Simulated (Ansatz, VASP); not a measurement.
# One calculation of AlN, two programs

The input INCAR:

```
SYSTEM = AlN
PREC     = Accurate       ! precision mode
ENCUT    = 520            ! plane-wave cutoff, eV
EDIFF    = 1E-6           ! SCF threshold, eV
ISMEAR   = 0              ! smearing method
SIGMA    = 0.05           ! smearing width, eV
LREAL    = .FALSE.        ! projectors in reciprocal space
LASPH    = .TRUE.         ! aspherical terms in the spheres
NELM     = 60             ! most SCF steps
ALGO     = Normal         ! electronic algorithm
ISIF     = 2              ! what is computed and relaxed
LWAVE    = .FALSE.        ! write WAVECAR
LCHARG   = .FALSE.        ! write CHGCAR
GGA      = PS             ! functional
NBANDS   = 16             ! bands
```

KPOINTS

```
regular mesh
0
G
  9 9 6
  0 0 0
```

Contents of POSCAR:

```
AlN
1.0
    3.2620000000      0.0000000000      0.0000000000
   -1.6310000000      2.8249748671      0.0000000000
    0.0000000000      0.0000000000      4.1412155349
Al N
2 2
Direct
    0.3333333333      0.6666666667      0.7500000000
    0.6666666667      0.3333333333      0.2500000000
    0.3333333333      0.6666666667      0.2500000000
    0.6666666667      0.3333333333      0.7500000000
```

Input for Ansatz:

```yaml
crystal:
  lattice:
    - [3.262, 0.0, 0.0]
    - [-1.631, 2.8249748671, 0.0]
    - [0.0, 0.0, 4.1412155349]
  atoms:
    - { symbol: Al, position: [0.3333333333, 0.6666666667, 0.75] }
    - { symbol: Al, position: [0.6666666667, 0.3333333333, 0.25] }
    - { symbol: "N", position: [0.3333333333, 0.6666666667, 0.25] }
    - { symbol: "N", position: [0.6666666667, 0.3333333333, 0.75] }
basis:
  ecutwfc: 520.0
kpoints:
  mp_grid: { grid: [9, 9, 6] }
hamiltonian:
  xc: pbesol
scf:
  occupations: { method: gaussian, width: 0.05 }
output:
  forces: true
  stress: true
  eigenvalues: true
```

Alike in both runs: task single point; functional PBEsol; k mesh 9 × 9 × 6; occupations gaussian, width 0.05 eV; no spin polarisation.

```csv
,VASP,Ansatz
version,VASP 6.6.1,Ansatz 0.2.0
potentials or method,"VASP PAW PBE potentials, release 64 (Al, N), cutoff 520 eV","scalar-relativistic, plane waves, PAW"
valence electrons in the cell,16,16
```

```csv
,VASP,Ansatz,Ansatz less VASP
gap on the k mesh at the Fermi level (eV),3.49,3.47,-0.014
least direct gap on the mesh (eV),3.49,3.47,-0.014
pressure (GPa),5.8,5.8,+0.04
"traceless stress, the component that is largest in VASP (GPa)",-2.54,-2.48,+0.060
```

VASP's potentials were made for PBE, not for PBEsol. The functional is the same, so the differences come from potentials, cutoffs and numerics.
